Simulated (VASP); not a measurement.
Be: single point with LDA

Crystal: Be.

```
Be
1.0
     2.22952    0.00000    0.00000
    -1.11476    1.93082    0.00000
     0.00000    0.00000    3.50833
Be
2
Direct
  0.33333 0.66667 0.25000
  0.66667 0.33333 0.75000
```

```
Program                : VASP 6.6.1
Task                   : single point
Functional             : LDA
Potentials or basis    : VASP PAW LDA potentials, release 64 (Be)
Cutoff                 : 520 eV
k mesh                 : 3 × 3 × 2
Occupations            : fermi-dirac, width 0.1 eV
Spin                   : no spin polarisation
Dipole correction      : no
Further INCAR settings : ALGO = Normal; EDIFF = 1e-06; NBANDS = 9
```

```json
{
  "Pressure": "11.0 GPa",
  "Band gap on the k mesh": "zero (band 2 reaches 6.84 eV, above the bottom of band 3 at 6.18 eV)"
}
```

Stress tensor (GPa, compression positive):
```
19.54  0.00  0.00
 0.00 19.54  0.00
 0.00  0.00 -6.23
```

Levels at points of the mesh, in eV from the Fermi level:
| k point | band 1 | band 2 | band 3 | band 4 | band 5 |
| --- | --- | --- | --- | --- | --- |
| (0.00, 0.00, 0.00) | -11.20 | -4.32 | 1.62 | 16.56 | 16.56 |
| (0.00, 0.00, 0.50) | -9.03 | -9.03 | 11.32 | 11.32 | 18.24 |

Wall time 1.3 s on 1 thread of Intel(R) Xeon(R) Platinum 8259CL CPU @ 2.50GHz (Skylake/Cascade Lake), on a shared host, peak memory 0.11 GiB.

Caveat: the k points lie up to 1.08 Å⁻¹ apart.
